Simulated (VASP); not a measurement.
Runs of VASP 6.6.1 on RbAl2O3. The structure is that of space group P6/mmm (No. 191), or close to it. The cells are those of the table. The cell was built from a structure type or drawn by symmetry, and may not be a known phase.

| task | level | cell | k mesh | cutoff (eV) | gap on the mesh (eV) | pressure (GPa) | relaxed volume (Å³/atom) |
| --- | --- | --- | --- | --- | --- | --- | --- |
| single point | PBE | a = 4.745, b = 4.745, c = 2.476 Å, angles 90.0, 90.0, 120.0°, 6 atoms | 6 × 6 × 8 | 520 | none | 99.0 | - |
| single point | PBE | a = 5.531, b = 5.531, c = 2.782 Å, angles 90.0, 90.0, 120.0°, 6 atoms | 6 × 6 × 8 | 600 | none | 0.0 | - |
| single point | PBE | a = 5.539, b = 5.539, c = 2.781 Å, angles 90.0, 90.0, 120.0°, 6 atoms | 9 × 9 × 14 | 520 | none | (b) | - |
| relaxation of cell and atoms | PBE | relaxed from a = 5.531, b = 5.531, c = 2.782 Å, angles 90.0, 90.0, 120.0°, 6 atoms | 9 × 9 × 14 | 600 | none | 0.0 | (a) |
| single point | revPBE | a = 5.539, b = 5.539, c = 2.781 Å, angles 90.0, 90.0, 120.0°, 6 atoms | 9 × 9 × 14 | 600 | none | 2.5 | - |
| relaxation of cell and atoms | PBE | relaxed from a = 4.745, b = 4.745, c = 2.476 Å, angles 90.0, 90.0, 120.0°, 6 atoms | 6 × 6 × 8 | 600 | none | 0.0 | 12.20 |

Alike in all rows: potentials or basis VASP PAW PBE potentials, release 64 (Rb_sv, Al, O); no spin polarisation; smearing gaussian 0.1 eV.

Task: Fill in the values left out.

Result: (a) 12.31; (b) 0.1.

Caveats: an odd number of electrons without spin polarisation forces a metal; a magnetic or distorted state may lie lower; the cell stands under pressure (at least some runs); the PAW data sets were made with another functional, which shifts forces and pressure a little (at least some runs); the volume moved by over 15 % at a fixed basis, so the end points are rough (at least some runs).

A k mesh can miss the band edges, and the runs leave out spin-orbit coupling on Rb.

A gap of «none» marks levels without a gap at the run's occupations.
